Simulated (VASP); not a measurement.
A run of VASP 6.6.1 is set up as follows.

INCAR

```
SYSTEM = Ti3Al
PREC = Accurate ; ENCUT = 600
EDIFF = 1E-7 ; ISMEAR = 0
SIGMA = 0.1 ; LREAL = .FALSE.
LASPH = .TRUE. ; NELM = 60
ALGO = Fast ; ISIF = 3
LWAVE = .FALSE. ; LCHARG = .FALSE.
IBRION = 2 ; NSW = 100
EDIFFG = -0.002
```

File KPOINTS:

```
Automatic mesh
0
G
  12 12 4
  0 0 0
```

File POSCAR:

```
Ti3Al
1.0
    2.9275422200      0.0000000000      0.0000000000
   -1.4637711100      2.5353259400      0.0000000000
    0.0000000000      0.0000000000      9.2263620000
Ti Al
3 1
Direct
    0.6666666700      0.3333333300      0.0000000000
    0.3333333300      0.6666666700      0.7505940000
    0.3333333300      0.6666666700      0.2494060000
    0.6666666700      0.3333333300      0.5000000000
```

Potentials or basis: VASP PAW LDA potentials, release 64 (Ti_sv, Al).

The run is started by

```sh
$ cat potpaw_LDA.64/Ti_sv/POTCAR potpaw_LDA.64/Al/POTCAR > POTCAR
$ mpirun -np 1 vasp_std > vasp.out
```

Task: Estimate the relaxed cell.

Result: a = 2.860 Å, b = 2.860 Å, c = 9.049 Å, α = 90.00°, β = 90.00°, γ = 120.00°.

Task: Predict the space group after relaxing (to 0.1 Å).

Result: P-6m2 (No. 187).

Task: What does it give for the band gap on the k mesh?

Result: Zero (an odd number of electrons rules out a gap without spin polarisation).

Final structure:
```cif
data_structure
_symmetry_space_group_name_H-M 'P 1'
_symmetry_Int_Tables_number 1
_cell_length_a 2.8597
_cell_length_b 2.8597
_cell_length_c 9.0493
_cell_angle_alpha 90.000
_cell_angle_beta 90.000
_cell_angle_gamma 120.000
_cell_volume 64.09
loop_
_atom_site_label
_atom_site_type_symbol
_atom_site_fract_x
_atom_site_fract_y
_atom_site_fract_z
_atom_site_occupancy
Ti1 Ti 0.66667 0.33333 0.00000 1
Ti2 Ti 0.33333 0.66667 0.75168 1
Ti3 Ti 0.33333 0.66667 0.24832 1
Al1 Al 0.66667 0.33333 0.50000 1
```
